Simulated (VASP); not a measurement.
PtS2:

```
CELL_PARAMETERS angstrom
3.53680 0.00000 0.00000
-1.76840 3.06296 0.00000
0.00000 0.00000 7.70668
ATOMIC_POSITIONS crystal
Pt 0.00000 0.00000 0.00000
S 0.33333 0.66667 0.18895
S 0.66667 0.33333 0.81105
```

```yaml
Program: VASP 6.6.1
Task: relaxation of the atoms
Functional: PBE
Potentials_or_basis: VASP PAW PBE potentials, release 64 (Pt, S)
Cutoff: 520 eV
k_mesh: 12 × 12 × 6
Occupations: gaussian, width 0.05 eV
Spin: no spin polarisation
```

At the start: pressure -8.2 GPa; volume 27.83 Å³/atom.

Question: Where does the relaxation end?

Answer: Over 3 steps the energy falls by 163.0 meV/atom; space group P-3m1 (No. 164, to 0.1 Å) before and after.

Step by step:
```
step  energy change (eV)  largest force (eV/Å)  pressure (GPa)
   1              0.0000                2.1723           -8.21
   2             -0.3588                1.2079           -4.14
   3             -0.4891                0.0100            0.84
```

Final structure:
```
CELL_PARAMETERS angstrom
3.53680 0.00000 0.00000
-1.76840 3.06296 0.00000
0.00000 0.00000 7.70668
ATOMIC_POSITIONS crystal
Pt 0.00000 0.00000 0.00000
S 0.33333 0.66667 0.16193
S 0.66667 0.33333 0.83807
```

Caveat: this functional lacks dispersion, which binds the layers, so the pressure and a relaxed spacing across them are unreliable.
